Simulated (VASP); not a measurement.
# Mg64Si32O (a cell with a defect) in VASP: single point with PBEsol

Aim: the single point of Mg64Si32O (a cell with a defect) with PBEsol.

Program: VASP 6.6.1. These are calculated values, not measurements. Logs are shortened: lines on timing, memory, paths and dates and some standing lists are left out, and cuts for length are marked.

## Step 1: The cell of the first run

The cell holds a defect, 97 atoms: a = 12.649 Å, b = 12.649 Å, c = 12.649 Å, α = 90.00°, β = 90.00°, γ = 90.00°.

## Step 2: Single point, PBEsol

The input, INCAR:

```
PREC = Accurate
ENCUT = 520
EDIFF = 1E-6
ISMEAR = -1
SIGMA = 0.05
LREAL = Auto
LASPH = True
NELM = 120
ALGO = Normal
ISIF = 2
LWAVE = False
LCHARG = False
GGA = PS
ISYM = -1
NBANDS = 185
GGA_COMPAT = False
```

The input, KPOINTS:

```
explicit points
1
Reciprocal
  0.25000000   0.25000000   0.25000000 1
```

The input, POSCAR:

```
Mg64Si32O
1.0
   12.6494980000      0.0000000000      0.0000000000
    0.0000000000     12.6494980000      0.0000000000
    0.0000000000      0.0000000000     12.6494980000
Mg Si O
64 32 1
Direct
    0.3753270000      0.1236480000      0.1253630000
    0.3757800000      0.1239650000      0.6262000000
    0.3749210000      0.6245260000      0.1255140000
    0.3795120000      0.6170400000      0.6291540000
    0.8752520000      0.1252330000      0.1259890000
    0.8749840000      0.1251760000      0.6256880000
    0.8752080000      0.6251050000      0.1249450000
    0.8748260000      0.6256480000      0.6257120000
    0.1238990000      0.3750810000      0.1253660000
    0.1242550000      0.3755630000      0.6261760000
    0.1255090000      0.8750050000      0.1259720000
    0.1253320000      0.8748210000      0.6256920000
    0.6248440000      0.3746210000      0.1254740000
    0.6174370000      0.3791120000      0.6293530000
    0.6253250000      0.8749200000      0.1250000000
    0.6258660000      0.8745360000      0.6257210000
    0.1263970000      0.1261520000      0.3761020000
    0.1246610000      0.1244120000      0.8756340000
    0.1247400000      0.6248770000      0.3760670000
    0.1236490000      0.6252440000      0.8763850000
    0.6250730000      0.1245650000      0.3760900000
    0.6255260000      0.1233320000      0.8764190000
    0.6320200000      0.6316750000      0.3750110000
    0.6248850000      0.6245930000      0.8750300000
    0.1246370000      0.1243810000      0.1265440000
    0.1255670000      0.1253420000      0.6257840000
    0.1241370000      0.6244220000      0.1247050000
    0.1253960000      0.6244380000      0.6265960000
    0.6246700000      0.1238520000      0.1247240000
    0.6246480000      0.1251190000      0.6266040000
    0.6246830000      0.6243930000      0.1251680000
    0.6230000000      0.6226910000      0.6226670000
    0.3738990000      0.3736750000      0.3706340000
    0.3741490000      0.3738820000      0.8786950000
    0.3755000000      0.8750640000      0.3766480000
    0.3748140000      0.8738630000      0.8746530000
    0.8752750000      0.3752790000      0.3766350000
    0.8741630000      0.3745440000      0.8746590000
    0.8763740000      0.8761620000      0.3755140000
    0.8751860000      0.8749420000      0.8758280000
    0.3744130000      0.3741360000      0.1250890000
    0.3736810000      0.3733410000      0.6346190000
    0.3753280000      0.8744250000      0.1254040000
    0.3755090000      0.8725220000      0.6256760000
    0.8747500000      0.3750470000      0.1253770000
    0.8728010000      0.3753000000      0.6256480000
    0.8748930000      0.8746630000      0.1254850000
    0.8766060000      0.8763870000      0.6257190000
    0.3759910000      0.1245050000      0.3757420000
    0.3738990000      0.1229730000      0.8763300000
    0.3713050000      0.6278530000      0.3731830000
    0.3743670000      0.6245420000      0.8763750000
    0.8744360000      0.1255710000      0.3760720000
    0.8750270000      0.1244890000      0.8755750000
    0.8766360000      0.6255750000      0.3757730000
    0.8739660000      0.6251430000      0.8745280000
    0.1247340000      0.3757600000      0.3757370000
    0.1232430000      0.3736700000      0.8762780000
    0.1257500000      0.8742920000      0.3760390000
    0.1247520000      0.8747650000      0.8755780000
    0.6279760000      0.3712660000      0.3730820000
    0.6248490000      0.3740810000      0.8764260000
    0.6257820000      0.8763480000      0.3758050000
    0.6253700000      0.8736940000      0.8745030000
    0.0000920000      0.9998440000      0.0010460000
    0.0015780000      0.0014530000      0.5002530000
    0.9983350000      0.4997790000      0.9995700000
    0.9996940000      0.5000040000      0.5015020000
    0.5000200000      0.9980280000      0.9996070000
    0.5002380000      0.9994390000      0.5015120000
    0.4999960000      0.4997250000      0.0007480000
    0.5032700000      0.5032470000      0.4769470000
    0.2488800000      0.2486650000      0.0014750000
    0.2530050000      0.2527530000      0.5019200000
    0.2497780000      0.7499030000      0.0007470000
    0.2505870000      0.7474900000      0.5033330000
    0.7501790000      0.2494970000      0.0007490000
    0.7475500000      0.2505340000      0.5033330000
    0.7498820000      0.7496690000      0.0004020000
    0.7530080000      0.7527550000      0.5015190000
    0.2504270000      0.9996210000      0.2512970000
    0.2497940000      0.9993040000      0.7500450000
    0.2479940000      0.5000270000      0.2483090000
    0.2474840000      0.4994330000      0.7535460000
    0.7502220000      0.0003090000      0.2502660000
    0.7504650000      0.9997420000      0.7504730000
    0.7507250000      0.5005340000      0.2498750000
    0.7488560000      0.5002360000      0.7490710000
    0.9998740000      0.2501320000      0.2513310000
    0.9995610000      0.2495400000      0.7500270000
    0.0005630000      0.7500050000      0.2502330000
    0.9999970000      0.7502200000      0.7505010000
    0.5002820000      0.2477360000      0.2482980000
    0.4996950000      0.2471310000      0.7536530000
    0.5007970000      0.7503330000      0.2499810000
    0.5004830000      0.7485190000      0.7490330000
    0.4880320000      0.4872770000      0.6171640000
```

Potentials or basis: VASP PAW PBE potentials, release 64 (Mg, Si, O).

Launch:

```console
$ cat potpaw_PBE.64/Mg/POTCAR potpaw_PBE.64/Si/POTCAR potpaw_PBE.64/O/POTCAR > POTCAR
$ mpirun -np 1 vasp_std > vasp.out
```

OUTCAR:

```text
PREC = Accurate
   ENCUT = 520
   EDIFF = 1E-6
   ISMEAR = -1
   LREAL = Auto
   LASPH = True
   NELM = 120
   ISIF = 2
   GGA = PS
   ISYM = -1

 ion  position               nearest neighbor table
   1  0.375  0.124  0.125-  93 2.72  81 2.74  73 2.74  69 2.75  50 3.15  43 3.15  29 3.15  49 3.17
                            41 3.17  25 3.17
   2  0.376  0.124  0.626-  70 2.73  82 2.74  94 2.74  74 2.75  30 3.15  42 3.16  50 3.16  26 3.17
                            49 3.17  44 3.18
   3  0.375  0.625  0.126-  83 2.73  71 2.74  75 2.74  95 2.75  51 3.13  52 3.15  31 3.16  43 3.16
                            41 3.17  27 3.17
   4  0.380  0.617  0.629-  97 2.15  96 2.72  84 2.73  76 2.81  72 2.87  32 3.08  42 3.08  52 3.13
                            28 3.22  44 3.23  51 3.24
   5  0.875  0.125  0.126-  85 2.73  77 2.74  89 2.74  65 2.74  25 3.15  45 3.16  53 3.16  54 3.17
                            47 3.17  29 3.17
   6  0.875  0.125  0.626-  90 2.73  86 2.74  78 2.74  66 2.74  48 3.15  53 3.16  54 3.16  46 3.16
                            30 3.17  26 3.17
   7  0.875  0.625  0.125-  67 2.73  87 2.73  79 2.73  91 2.74  27 3.15  47 3.16  45 3.16  56 3.17
                            31 3.17  55 3.17
   8  0.875  0.626  0.626-  80 2.73  92 2.74  68 2.74  88 2.74  56 3.15  55 3.16  46 3.17  28 3.17
                            48 3.17  32 3.19
   9  0.124  0.375  0.125-  83 2.72  89 2.74  73 2.74  67 2.75  58 3.15  45 3.15  27 3.15  57 3.17
[... 171 lines left out ...]
  95  0.501  0.750  0.250-  15 2.73  43 2.73  31 2.74  23 2.74  51 2.74   3 2.75  35 2.75  63 2.75

  96  0.500  0.749  0.749-  44 2.72   4 2.72  24 2.73  16 2.74  32 2.74  64 2.74  36 2.75  52 2.76

  97  0.488  0.487  0.617-  72 1.80  42 2.05  14 2.14   4 2.15  32 2.42

IMPORTANT INFORMATION: All symmetrisations will be switched off!
NOSYMM: (Re-)initialisation of all symmetry stuff for point group C_1.

----------------------------------------------------------------------------------------

                                     Primitive cell

  volume of cell :    2024.0436

  direct lattice vectors                    reciprocal lattice vectors
    12.649498000  0.000000000  0.000000000     0.079054521  0.000000000  0.000000000
     0.000000000 12.649498000  0.000000000     0.000000000  0.079054521  0.000000000
     0.000000000  0.000000000 12.649498000     0.000000000  0.000000000  0.079054521

  length of vectors
    12.649498000 12.649498000 12.649498000     0.079054521  0.079054521  0.079054521

  position of ions in fractional coordinates (direct lattice)
     0.375327000  0.123648000  0.125363000
     0.375780000  0.123965000  0.626200000
     0.374921000  0.624526000  0.125514000
     0.379512000  0.617040000  0.629154000
     0.875252000  0.125233000  0.125989000
     0.874984000  0.125176000  0.625688000
[... 224 lines left out ...]
   TEBEG  =    0.0;   TEEND  =   0.0 temperature during run
   PSTRESS=    0.0 pullay stress
   NELECT =     262.0000    total number of electrons
   NUPDOWN=      -1.0000    fix difference up-down
   EMIN   =  10.00;   EMAX   =-10.00  energy-range for DOS
   EFERMI =   0.00;   METHOD = LEGACY
   ISMEAR =    -1;   SIGMA  =   0.05  broadening in eV -4-tet -1-fermi 0-gaus
   EFERMI_NEDOS =   21; number of points for ismear=-14 and -15
   IALGO  =     38    algorithm
   IMIX   =      4    mixing-type and parameters
     AMIX     =   0.40;   BMIX     =  1.00
     AMIX_MAG =   1.60;   BMIX_MAG =  1.00
  volume/ion in A,a.u.               =      20.87       140.81
  Fermi-wavevector in a.u.,A,eV,Ry     =   0.828137  1.564951  9.331014  0.685810
  Thomas-Fermi vector in A             =   1.940461
   LORBIT       =      0    0 simple, 1 ext, 2 COOP (PROOUT), +10 PAW based schemes
   GGA     = PS    functional components
   LHFCALC =     F    Hartree Fock is set to
   AEXX    =    0.0000 exact exchange contribution
   IVDW    =     0    specifies the selected vdW correction
   LEPSILON=     F    determine dielectric tensor
   LRPA    =     F    only Hartree local field effects (RPA)
 non-spin polarized calculation
  energy-cutoff  :      520.00
  volume of cell :     2024.04
 maximum number of plane-waves:     54486
 NGX is ok and might be reduce to    96
   NGX = 47   NGY = 47   NGZ = 47

 number of electron     261.9999999 magnetization

 Free energy of the ion-electron system (eV)
  ---------------------------------------------------
  ext. energy  EPLUGINS =         0.00000000
  ---------------------------------------------------
  free energy    TOTEN  =      -317.86767015 eV

  energy without entropy =     -317.85648175  energy(sigma->0) =     -317.86207595

 E-fermi :   3.7585     XC(G=0):  -8.9370

 val. band max:        3.5092352367   @ k =   0.2500   0.2500   0.2500
 cond. band min:       4.0029941370   @ k =   0.2500   0.2500   0.2500
 fundamental gap:      0.4937589003
 Fermi energy:         3.7584825987

 k-point     1 :       0.2500    0.2500    0.2500
  band No.  band energies     occupation
      1     -16.3546      2.00000
      2      -5.3618      2.00000
      3      -5.0615      2.00000
      4      -5.0173      2.00000
      5      -4.9598      2.00000
      6      -4.7550      2.00000
[... 135 lines left out ...]
    142       4.9597      0.00000
    143       5.0012      0.00000
 [bands above 143 left out]

------------------------ aborting loop because EDIFF is reached ----------------------------------------

  FORCE on cell =-STRESS in cart. coord.  units (eV):
  Direction    XX          YY          ZZ          XY          YZ          ZX
  --------------------------------------------------------------------------------------
  -------------------------------------------------------------------------------------
  Total        0.9571739      0.9173444      2.3799117     -4.7148952     -5.3894635     -5.3846814
  in kB        0.7576726      0.7261446      1.8838727     -3.7321815     -4.2661512     -4.2623659
  external PRESSURE =       1.1225633 kB  Pullay stress =       0.0000000 kB

 VOLUME and BASIS-vectors are now :
 -----------------------------------------------------------------------------
  energy-cutoff  :      520.00
  volume of cell :     2024.04
      direct lattice vectors                 reciprocal lattice vectors
    12.649498000  0.000000000  0.000000000     0.079054521  0.000000000  0.000000000
     0.000000000 12.649498000  0.000000000     0.000000000  0.079054521  0.000000000
     0.000000000  0.000000000 12.649498000     0.000000000  0.000000000  0.079054521

 POSITION                                       TOTAL-FORCE (eV/Angst)
 -----------------------------------------------------------------------------------
      4.74770      1.56409      1.58578        -0.000349      0.001151      0.000128
      4.75343      1.56810      7.92112        -0.001662      0.001124     -0.000260
      4.74256      7.89994      1.58769        -0.001649      0.000955      0.000197
      4.80064      7.80525      7.95848         0.009662     -0.012565      0.000662
     11.07150      1.58413      1.59370        -0.000272      0.000840      0.000427
     11.06811      1.58341      7.91464        -0.000702      0.000812      0.002224
[... 89 lines left out ...]
      6.33086      9.46839      9.47489         0.001109      0.001327      0.002306
      6.17336      6.16381      7.80681        -0.020865     -0.013749      0.065028
 -----------------------------------------------------------------------------------
    total drift:                                0.004637      0.009616     -0.031931

  FREE ENERGIE OF THE ION-ELECTRON SYSTEM (eV)
  ---------------------------------------------------
  free  energy   TOTEN  =      -317.8676701469 eV

  energy  without entropy=     -317.8564817532  energy(sigma->0) =     -317.86207595
```

Run time: 12 min. Hardware: 1 thread of Intel Xeon 6975P-C (Granite Rapids), shared host; peak memory 1.7 GiB.

Results:

* Free energy: -317.8677 eV
* Pressure: 0.1 GPa
* Largest force: 0.070 eV/Å

Forces in eV/Å, atoms in the order of the input:
```
Mg   0.000  0.001  0.000
Mg  -0.002  0.001  0.000
Mg  -0.002  0.001  0.000
Mg   0.010 -0.013  0.001
Mg   0.000  0.001  0.000
Mg  -0.001  0.001  0.002
Mg   0.001 -0.001  0.000
Mg   0.000 -0.001  0.001
Mg   0.001  0.000  0.001
Mg   0.001 -0.003 -0.001
Mg   0.000 -0.001  0.000
Mg   0.001 -0.001  0.002
Mg   0.000 -0.001  0.002
Mg  -0.016  0.011  0.002
Mg   0.000  0.000  0.000
Mg  -0.001  0.000  0.000
Mg  -0.001 -0.001 -0.001
Mg   0.001  0.001 -0.001
Mg   0.002 -0.001 -0.001
Mg   0.002  0.001 -0.001
Mg  -0.001  0.000 -0.002
Mg   0.000  0.002  0.000
Mg   0.000  0.000 -0.002
Mg   0.000  0.001 -0.002
Mg   0.001  0.002 -0.002
Mg   0.001  0.000  0.001
Mg   0.001  0.000  0.000
Mg  -0.001  0.001 -0.001
Mg   0.000  0.001  0.000
Mg  -0.001  0.000 -0.001
Mg   0.000  0.000 -0.001
Mg  -0.009 -0.010  0.002
Mg   0.000  0.000  0.000
Mg   0.001  0.000 -0.002
Mg  -0.001  0.001 -0.002
Mg   0.000  0.001  0.001
Mg   0.001  0.000 -0.003
Mg   0.000  0.001  0.001
Mg  -0.003 -0.003  0.002
Mg   0.000  0.000  0.000
Mg   0.000  0.000  0.003
Mg   0.023  0.022 -0.001
Mg   0.000  0.000  0.000
Mg   0.000  0.001  0.002
Mg   0.000  0.000  0.000
Mg   0.003  0.000  0.003
Mg   0.000 -0.001  0.000
Mg  -0.003 -0.003 -0.001
Mg  -0.002  0.002 -0.002
Mg   0.000  0.001 -0.001
Mg  -0.001 -0.001 -0.001
Mg   0.001  0.003 -0.003
Mg   0.000  0.000 -0.002
Mg  -0.001  0.001 -0.001
Mg  -0.001 -0.002  0.000
Mg   0.001 -0.001  0.000
Mg   0.002 -0.002 -0.001
Mg   0.002  0.000 -0.002
Mg   0.000  0.000 -0.001
Mg   0.001 -0.002 -0.001
Mg  -0.002  0.002 -0.003
Mg   0.001  0.001 -0.004
Mg  -0.001 -0.001  0.000
Mg  -0.001  0.001  0.001
Si   0.000  0.000  0.000
Si   0.002  0.002  0.000
Si  -0.001 -0.001 -0.002
Si   0.000 -0.001  0.002
Si   0.000 -0.003 -0.001
Si   0.000  0.000  0.003
Si   0.000  0.000  0.002
Si   0.009  0.003 -0.059
Si  -0.001 -0.002  0.001
Si   0.001  0.001  0.001
Si   0.000 -0.001  0.001
Si   0.002 -0.002 -0.001
Si   0.000 -0.001  0.001
Si   0.001  0.000 -0.001
Si   0.000  0.000  0.002
Si   0.000  0.001  0.001
Si   0.000  0.000  0.001
Si   0.000  0.000  0.000
Si  -0.002  0.001  0.000
Si   0.002  0.000 -0.002
Si   0.001  0.000  0.001
Si   0.001  0.000  0.001
Si   0.000 -0.001  0.001
Si   0.001  0.001  0.002
Si  -0.001  0.001  0.001
Si   0.000  0.000  0.000
Si   0.000  0.001  0.001
Si   0.000  0.001  0.001
Si   0.001 -0.001  0.000
Si  -0.001 -0.001  0.000
Si  -0.002  0.000  0.001
Si   0.001  0.001  0.002
O   -0.021 -0.014  0.065
```

Caveat: the PAW data sets were made with another functional, which shifts forces and pressure a little.
